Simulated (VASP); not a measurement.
# Si (Fd-3m) in VASP: notebook

Si is run at these levels: PBE; tasks: single point.

All numbers are computed with VASP 6.6.1; they aren't measurements. Logs are shortened: lines on timing, memory, paths and dates and some standing lists are left out, and cuts for length are marked.

## (1) The cell of the first run

It takes space group Fd-3m (No. 227, cubic). The conventional cell has a = 5.187 Å, b = 5.187 Å, c = 5.187 Å, α = 90.00°, β = 90.00°, γ = 90.00°. Within 3.0 Å of Si (site symmetry -43m) lie 4 Si at 2.25 Å.

## (2) Single point, PBE

The input, INCAR:

```
SYSTEM = Si
  ALGO = Normal
  EDIFF = 1E-6
  ENCUT = 520
  GGA = PE
  ISIF = 2
  ISMEAR = 0
  LASPH = .True.
  LCHARG = .True.
  LELF = .True.
  LREAL = .False.
  LVHAR = .True.
  LWAVE = .False.
  NBANDS = 11
  NELM = 100
  PREC = Accurate
  SIGMA = 0.01
```

The input, KPOINTS:

```
k-points
0
Gamma
  6 6 6
  0 0 0
```

The input, POSCAR:

```
Si
1.0
    0.0000000000      2.5935009837      2.5935009837
    2.5935009837      0.0000000000      2.5935009837
    2.5935009837      2.5935009837      0.0000000000
Si
2
Direct
    0.7500000000      0.7500000000      0.7500000000
    0.5000000000      0.5000000000      0.5000000000
```

Potentials or basis: VASP PAW PBE potentials, release 64 (Si).

Command:

```
$ cat potpaw_PBE.64/Si/POTCAR > POTCAR
$ mpirun -np 1 vasp_std > vasp.out
```

OUTCAR:

```text
SYSTEM = Si
   EDIFF = 1E-6
   ENCUT = 520
   GGA = PE
   ISIF = 2
   ISMEAR = 0
   LASPH = .True.
   LREAL = .False.
   NELM = 100
   PREC = Accurate

 ion  position               nearest neighbor table
   1  0.750  0.750  0.750-   2 2.25   2 2.25   2 2.25   2 2.25
   2  0.500  0.500  0.500-   1 2.25   1 2.25   1 2.25   1 2.25

  LATTYP: Found a face centered cubic cell.
 ALAT       =     5.1870019674

  Lattice vectors:

 A1 = (   0.0000000000,   2.5935009837,   2.5935009837)
 A2 = (   2.5935009837,   0.0000000000,   2.5935009837)
 A3 = (   2.5935009837,   2.5935009837,   0.0000000000)

Analysis of symmetry for initial positions (statically):
=====================================================================
 Subroutine PRICEL returns:
 Original cell was already a primitive cell.

 Routine SETGRP: Setting up the symmetry group for a
 face centered cubic supercell.

 Subroutine GETGRP returns: Found 48 space group operations
 (whereof 24 operations were pure point group operations)
 out of a pool of 48 trial point group operations.

The static configuration has the point symmetry T_d .
 The point group associated with its full space group is O_h .

Analysis of symmetry for dynamics (positions and initial velocities):
=====================================================================
 Subroutine PRICEL returns:
 Original cell was already a primitive cell.

 Routine SETGRP: Setting up the symmetry group for a
 face centered cubic supercell.

 Subroutine GETGRP returns: Found 48 space group operations
 (whereof 24 operations were pure point group operations)
 out of a pool of 48 trial point group operations.

The dynamic configuration has the point symmetry T_d .
 The point group associated with its full space group is O_h .

 Subroutine INISYM returns: Found 48 space group operations
 (whereof 24 operations are pure point group operations),
 and found     1 'primitive' translations

----------------------------------------------------------------------------------------

                                     Primitive cell

  volume of cell :      34.8891

  direct lattice vectors                    reciprocal lattice vectors
     0.000000000  2.593500984  2.593500984    -0.192789593  0.192789593  0.192789593
     2.593500984  0.000000000  2.593500984     0.192789593 -0.192789593  0.192789593
     2.593500984  2.593500984  0.000000000     0.192789593  0.192789593 -0.192789593

  length of vectors
     3.667764265  3.667764265  3.667764265     0.333921371  0.333921371  0.333921371

  position of ions in fractional coordinates (direct lattice)
     0.750000000  0.750000000  0.750000000
     0.500000000  0.500000000  0.500000000
[... 78 lines left out ...]
   PSTRESS=    0.0 pullay stress
   NELECT =       8.0000    total number of electrons
   NUPDOWN=      -1.0000    fix difference up-down
   EMIN   =  10.00;   EMAX   =-10.00  energy-range for DOS
   EFERMI =   0.00;   METHOD = LEGACY
   ISMEAR =     0;   SIGMA  =   0.01  broadening in eV -4-tet -1-fermi 0-gaus
   EFERMI_NEDOS =   21; number of points for ismear=-14 and -15
   IALGO  =     38    algorithm
   IMIX   =      4    mixing-type and parameters
     AMIX     =   0.40;   BMIX     =  1.00
     AMIX_MAG =   1.60;   BMIX_MAG =  1.00
  volume/ion in A,a.u.               =      17.44       117.72
  Fermi-wavevector in a.u.,A,eV,Ry     =   1.002017  1.893538 13.660766  1.004038
  Thomas-Fermi vector in A             =   2.134477
   LORBIT       =      0    0 simple, 1 ext, 2 COOP (PROOUT), +10 PAW based schemes
   GGA     = PE    functional components
   LHFCALC =     F    Hartree Fock is set to
   AEXX    =    0.0000 exact exchange contribution
   IVDW    =     0    specifies the selected vdW correction
   LEPSILON=     F    determine dielectric tensor
   LRPA    =     F    only Hartree local field effects (RPA)
 non-spin polarized calculation
 Gauss-broadening in eV      SIGMA  =   0.01
  energy-cutoff  :      520.00
  volume of cell :       34.89
 maximum number of plane-waves:       960
   NGX = 13   NGY = 13   NGZ = 13

 number of electron       8.0000000 magnetization

 Free energy of the ion-electron system (eV)
  ---------------------------------------------------
  ext. energy  EPLUGINS =         0.00000000
  ---------------------------------------------------
  free energy    TOTEN  =       -10.50021956 eV

  energy without entropy =      -10.50021956  energy(sigma->0) =      -10.50021956

 E-fermi :   7.3617     XC(G=0):  -9.9531

 val. band max:        7.3200616148   @ k =   0.0000   0.0000   0.0000
 cond. band min:       7.7133594802   @ k =   0.5000   0.5000   0.0000
 fundamental gap:      0.3932978654
 Fermi energy:         7.3616678358

 k-point     1 :       0.0000    0.0000    0.0000
  band No.  band energies     occupation
      1      -5.6465      2.00000
      2       7.3201      2.00000
      3       7.3201      2.00000
      4       7.3201      2.00000
      5       9.9250      0.00000
      6       9.9250      0.00000
      7       9.9250      0.00000
      8      12.3544      0.00000
      9      15.0884      0.00000
     10      15.0884      0.00000
     11      15.8559      0.00000
[... 197 lines left out ...]
 k-point    16 :      -0.3333    0.5000    0.1667
  band No.  band energies     occupation
      1      -0.8055      2.00000
      2      -0.8055      2.00000
      3       3.1000      2.00000
      4       3.1000      2.00000
      5      10.0187      0.00000
      6      10.0187      0.00000
      7      14.5726      0.00000
      8      14.5726      0.00000
      9      18.7386      0.00000
     10      18.7386      0.00000
     11      21.4421      0.00000

------------------------ aborting loop because EDIFF is reached ----------------------------------------

  FORCE on cell =-STRESS in cart. coord.  units (eV):
  Direction    XX          YY          ZZ          XY          YZ          ZX
  --------------------------------------------------------------------------------------
  -------------------------------------------------------------------------------------
  Total        4.3281419      4.3281419      4.3281419     -0.0000000      0.0000000     -0.0000000
  in kB      198.7571804    198.7571804    198.7571804     -0.0000000      0.0000000     -0.0000000
  external PRESSURE =     198.7571804 kB  Pullay stress =       0.0000000 kB

 VOLUME and BASIS-vectors are now :
 -----------------------------------------------------------------------------
  energy-cutoff  :      520.00
  volume of cell :       34.89
      direct lattice vectors                 reciprocal lattice vectors
     0.000000000  2.593500984  2.593500984    -0.192789593  0.192789593  0.192789593
     2.593500984  0.000000000  2.593500984     0.192789593 -0.192789593  0.192789593
     2.593500984  2.593500984  0.000000000     0.192789593  0.192789593 -0.192789593

 POSITION                                       TOTAL-FORCE (eV/Angst)
 -----------------------------------------------------------------------------------
      3.89025      3.89025      3.89025         0.000000      0.000000      0.000000
      2.59350      2.59350      2.59350        -0.000000     -0.000000     -0.000000
 -----------------------------------------------------------------------------------
    total drift:                                0.000000      0.000000     -0.000000

  FREE ENERGIE OF THE ION-ELECTRON SYSTEM (eV)
  ---------------------------------------------------
  free  energy   TOTEN  =       -10.5002195643 eV

  energy  without entropy=      -10.5002195643  energy(sigma->0) =      -10.50021956
```

OSZICAR:

```text
N       E                     dE             d eps       ncg     rms          rms(c)
DAV:   1     0.842071531943E+01    0.84207E+01   -0.33016E+03   352   0.596E+02
DAV:   2    -0.102438940358E+02   -0.18665E+02   -0.17904E+02   473   0.914E+01
DAV:   3    -0.107759838699E+02   -0.53209E+00   -0.53051E+00   441   0.131E+01
DAV:   4    -0.107797833222E+02   -0.37995E-02   -0.37991E-02   405   0.142E+00
DAV:   5    -0.107798168599E+02   -0.33538E-04   -0.33537E-04   467   0.127E-01    0.585E+00
DAV:   6    -0.105817503887E+02    0.19807E+00   -0.12429E-01   391   0.145E+00    0.362E+00
DAV:   7    -0.104988448642E+02    0.82906E-01   -0.21600E-01   394   0.203E+00    0.360E-01
DAV:   8    -0.105000307440E+02   -0.11859E-02   -0.79892E-03   397   0.501E-01    0.964E-02
DAV:   9    -0.105001938476E+02   -0.16310E-03   -0.15137E-04   455   0.814E-02    0.697E-02
DAV:  10    -0.105002195498E+02   -0.25702E-04   -0.22733E-05   396   0.278E-02    0.122E-02
DAV:  11    -0.105002195643E+02   -0.14422E-07   -0.20517E-06   426   0.751E-03
   1 F= -.10500220E+02 E0= -.10500220E+02  d E =-.237740E-11
```

It took 3.3 s on 1 thread of Intel Xeon 6975P-C (Granite Rapids), shared host; peak memory 0.14 GiB.

What came out:

- Free energy: -10.5002 eV
- Pressure: 19.9 GPa
- Band gap on the k mesh: 0.39 eV, indirect (least direct gap 2.60 eV)

Levels at points of the mesh, in eV from the valence-band top:
```
           k point  band 1  band 2  band 3  band 4  band 5  band 6  band 7  band 8
(0.00, 0.00, 0.00)  -12.97    0.00    0.00    0.00    2.60    2.60    2.60    5.03
(0.50, 0.00, 0.00)  -10.26   -7.68   -1.32   -1.32    2.03    3.24    3.24    7.88
(0.50, 0.50, 0.00)   -8.30   -8.30   -3.23   -3.23    0.39    0.39   11.34   11.34
```

A k mesh can miss the band edges.

## (3) Single point, PBE

This run uses another cell than the first one, of 20.47 Å³/atom, 1.173 times its volume.

The input, INCAR:

```
SYSTEM = Si
ALGO = Normal
EDIFF = 1E-7
ENCUT = 520
GGA = PE
ISIF = 2
ISMEAR = 0
LASPH = .TRUE.
LCHARG = .FALSE.
LREAL = .FALSE.
LWAVE = .FALSE.
NBANDS = 11
NELM = 80
PREC = Accurate
SIGMA = 0.01
```

The input, KPOINTS:

```
k-points
0
G
  6 6 6
  0 0 0
```

The input, POSCAR:

```
Si
1.0
    0.0000000000      2.7354491137      2.7354491137
    2.7354491137      0.0000000000      2.7354491137
    2.7354491137      2.7354491137      0.0000000000
Si
2
Direct
    0.7500000000      0.7500000000      0.7500000000
    0.5000000000      0.5000000000      0.5000000000
```

Potentials or basis: VASP PAW PBE potentials, release 64 (Si).

Command:

```
$ cat potpaw_PBE.64/Si/POTCAR > POTCAR
$ mpirun -np 1 vasp_std > vasp.out
```

Run time: 4.2 s. Hardware: 1 thread of Intel Xeon 6975P-C (Granite Rapids), shared host; peak memory 0.15 GiB.

The run converged. Its results:

| Quantity | Value |
| --- | --- |
| Free energy | -10.8263 eV |
| Pressure | -0.1 GPa |
| Band gap on the k mesh | 0.75 eV, indirect (least direct gap 2.55 eV) |

Levels at points of the mesh, in eV from the valence-band top:
```csv
k point,band 1,band 2,band 3,band 4,band 5,band 6,band 7,band 8
"(0.00, 0.00, 0.00)",-11.81,0.00,0.00,0.00,2.55,2.55,2.55,3.12
"(0.50, 0.00, 0.00)",-9.53,-6.86,-1.18,-1.18,1.46,3.35,3.35,7.70
"(0.50, 0.50, 0.00)",-7.74,-7.74,-2.79,-2.79,0.75,0.75,9.93,9.93
```

[end of part 1 of 2]
